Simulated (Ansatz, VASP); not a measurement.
**Si2W: VASP beside Ansatz**

```
Si W
1.0
    -1.59197    1.59197    4.04647
     1.59197   -1.59197    4.04647
     1.59197    1.59197   -4.04647
Si W
2 1
Direct
  0.34516 0.34516 0.00000
  0.65484 0.65484 0.00000
  0.00000 0.00000 0.00000
```

Alike in both runs: task single point; functional PBE; k mesh 18 × 18 × 18; occupations gaussian, width 0.15 eV; no spin polarisation.

|  | VASP | Ansatz |
| --- | --- | --- |
| version | VASP 6.6.1 | Ansatz 0.2.0 |
| potentials or method | VASP PAW PBE potentials, release 64 (Si, W_sv), cutoff 520 eV | scalar-relativistic, plane waves, PAW |
| valence electrons in the cell | 22 | 22 |

```tsv
	VASP	Ansatz	Ansatz less VASP
gap on the k mesh at the Fermi level (eV)	none	none	-
pressure (GPa)	3.2	3.1	-0.05
traceless stress, the component that is largest in VASP (GPa)	-8.79	-8.70	+0.091
rms of the force components (eV/Å)	0.739	0.739	-0.0001
```

Atom by atom the forces differ by 0.000 eV/Å (rms over components). A gap of «none» marks a metal or a gap that the smearing closes.

Spin-orbit coupling is off throughout.
